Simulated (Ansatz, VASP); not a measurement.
One calculation of CoSi2, two programs

Contents of INCAR:

```
  ALGO = Normal
  EDIFF = 1E-6
  ENCUT = 520
  GGA = PE
  ISIF = 2
  ISMEAR = 0
  LASPH = True
  LCHARG = True
  LELF = True
  LREAL = False
  LVHAR = True
  LWAVE = False
  NBANDS = 16
  NELM = 60
  PREC = Accurate
  SIGMA = 0.15
```

Contents of KPOINTS:

```
k-points
0
Gamma
  16 16 16
```

POSCAR

```
CoSi2
1.0
    0.0000000000      2.6799390597      2.6799390597
    2.6799390597      0.0000000000      2.6799390597
    2.6799390597      2.6799390597      0.0000000000
Co Si
1 2
Direct
    0.0000000000      0.0000000000      0.0000000000
    0.2580787789      0.2580787789      0.2580787789
    0.7419212211      0.7419212211      0.7419212211
```

Input for Ansatz:

```yaml
crystal:
  lattice:
    - [0.0, 2.6799390597, 2.6799390597]
    - [2.6799390597, 0.0, 2.6799390597]
    - [2.6799390597, 2.6799390597, 0.0]
  atoms:
    - { symbol: Co, position: [0.0, 0.0, 0.0] }
    - { symbol: Si, position: [0.2580787789, 0.2580787789, 0.2580787789] }
    - { symbol: Si, position: [0.7419212211, 0.7419212211, 0.7419212211] }
basis:
  ecutwfc: 420
kpoints:
  mp_grid: { grid: [16, 16, 16] }
hamiltonian:
  xc: pbe
scf:
  occupations: { method: gaussian, width: 0.15 }
output:
  forces: true
  stress: true
  eigenvalues: true
```

Change from the starting cell: mode 4 (324.9 1/cm) frozen in, largest displacement -0.075 Å.

Alike in both runs: task single point; functional PBE; k mesh 16 × 16 × 16; occupations gaussian, width 0.15 eV; no spin polarisation.

|  | VASP | Ansatz |
| --- | --- | --- |
| version | VASP 6.6.1 | Ansatz 0.2.0 |
| potentials or method | VASP PAW PBE potentials, release 64 (Co, Si), cutoff 520 eV | scalar-relativistic, plane waves, PAW |
| valence electrons in the cell | 17 | 25 |

Ansatz gave:

| Item | Value |
| --- | --- |
| gap on the k mesh at the Fermi level (eV) | none |
| pressure (GPa) | 0.8 |
| traceless stress, the component that is largest in VASP (GPa) | -2.96 |
| rms of the force components (eV/Å) | 0.361 |

Problem. Estimate VASP's values.

Solution. gap on the k mesh at the Fermi level (eV): none; pressure (GPa): 0.6; traceless stress, the component that is largest in VASP (GPa): -2.97; rms of the force components (eV/Å): 0.359.

Atom by atom the forces differ by 0.001 eV/Å (rms over components). A gap of «none» marks a metal or a gap that the smearing closes. The functional is the same, so the differences come from potentials, cutoffs and numerics. VASP's potentials hold 17 valence electrons a cell and Ansatz's 25, so a difference there can come from the potentials and not from the codes.
